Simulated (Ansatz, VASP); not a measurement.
# CuI: VASP beside Ansatz

INCAR

```
SYSTEM = CuI
PREC = Accurate
ENCUT = 600
EDIFF = 1E-6
ISMEAR = -1
SIGMA = 0.1
LREAL = .FALSE.
LASPH = .TRUE.
NELM = 80
ALGO = Normal
ISIF = 3
LWAVE = .FALSE.
LCHARG = .FALSE.
GGA = CA
IBRION = 2
NSW = 100
EDIFFG = -0.002
```

Contents of KPOINTS:

```
regular mesh
0
G
  10 10 10
  0 0 0
```

The input POSCAR:

```
CuI
1.0
    3.0315000000      3.0315000000      0.0000000000
   -3.0315000000      3.0315000000      0.0000000000
    0.0000000000      3.0315000000      3.0315000000
Cu I
1 1
Direct
    0.7500000000      0.2500000000      0.5000000000
    0.0000000000      0.0000000000      0.0000000000
```

Input for Ansatz:

```yaml
crystal:
  lattice:
    - [3.0315, 3.0315, 0.0]
    - [-3.0315, 3.0315, 0.0]
    - [0.0, 3.0315, 3.0315]
  atoms:
    - { symbol: Cu, position: [0.75, 0.25, 0.5] }
    - { symbol: I, position: [0.0, 0.0, 0.0] }
kpoints:
  mp_grid: { grid: [10, 10, 10] }
scf:
  occupations: { method: fermi_dirac, width: 0.1 }
hamiltonian:
  xc: lda
  pseudopotentials: { kind: paw }
relax:
  f_tol: 0.002
  max_steps: 80
  cell: {}
output:
  forces: true
  stress: true
  write_density: true
  write_potential: true
  elf: true
  volumetric_format: npy
```

Alike in both runs: task relaxation of cell and atoms; functional LDA; k mesh 10 × 10 × 10; occupations fermi-dirac, width 0.1 eV; no spin polarisation.

|  | VASP | Ansatz |
| --- | --- | --- |
| version | VASP 6.6.1 | Ansatz 0.2.0 |
| potentials or method | VASP PAW LDA potentials, release 64 (Cu, I) | PAW with Ansatz's default frozen-core files, scalar-relativistic |
| plane-wave cutoff (eV) | 600 | 420 |
| valence electrons in the cell | 18 | 36 |

Ansatz gave:

- relaxed volume (Å³/atom): 25.18
- relaxed cell length with the largest relative difference (Å): 4.145

Task: What did VASP give for the same quantities?

Result: Relaxed volume (Å³/atom): 25.25; relaxed cell length with the largest relative difference (Å): 4.149.

LDA's correlation is that of Perdew and Zunger in VASP and of Perdew and Wang (1992) in Ansatz. VASP's potentials hold 18 valence electrons a cell and Ansatz's 36, so a difference there can come from the potentials and not from the codes.

Neither program's run includes spin-orbit coupling.
